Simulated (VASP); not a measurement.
The system is Ti.

```
Ti
1.0
     0.00000    2.03000    2.03000
     2.03000    0.00000    2.03000
     2.03000    2.03000    0.00000
Ti
1
Direct
  0.00000 0.00000 0.00000
```

* Program: VASP 6.6.1
* Task: relaxation of cell and atoms
* Functional: revPBE
* Potentials or basis: VASP PAW PBE potentials, release 64 (Ti_sv)
* Cutoff: 600 eV
* k mesh: 11 × 11 × 11
* Occupations: fermi-dirac, width 0.05 eV
* Spin: no spin polarisation

At the start: pressure 6.3 GPa; volume 16.73 Å³/atom.

**Question.** How do energy, volume and symmetry change on relaxing?

**Answer.** Over 3 steps the energy falls by 18.5 meV/atom and the volume is 17.71 Å³/atom (+5.9 %); space group Fm-3m (No. 225, to 0.05 Å).

The path:
```csv
step,energy change (eV),largest force (eV/Å),pressure (GPa),volume (Å³)
1,0.0000,0.0000,6.32,16.73
2,-0.0109,0.0000,-3.54,18.38
3,-0.0185,0.0000,-0.05,17.71
```

Final structure:
```cif
data_structure
_symmetry_space_group_name_H-M 'P 1'
_symmetry_Int_Tables_number 1
_cell_length_a 2.9258
_cell_length_b 2.9258
_cell_length_c 2.9258
_cell_angle_alpha 60.000
_cell_angle_beta 60.000
_cell_angle_gamma 60.000
_cell_volume 17.71
loop_
_atom_site_label
_atom_site_type_symbol
_atom_site_fract_x
_atom_site_fract_y
_atom_site_fract_z
_atom_site_occupancy
Ti1 Ti 0.00000 0.00000 0.00000 1
```

Caveat: the PAW data sets were made with another functional, which shifts forces and pressure a little.
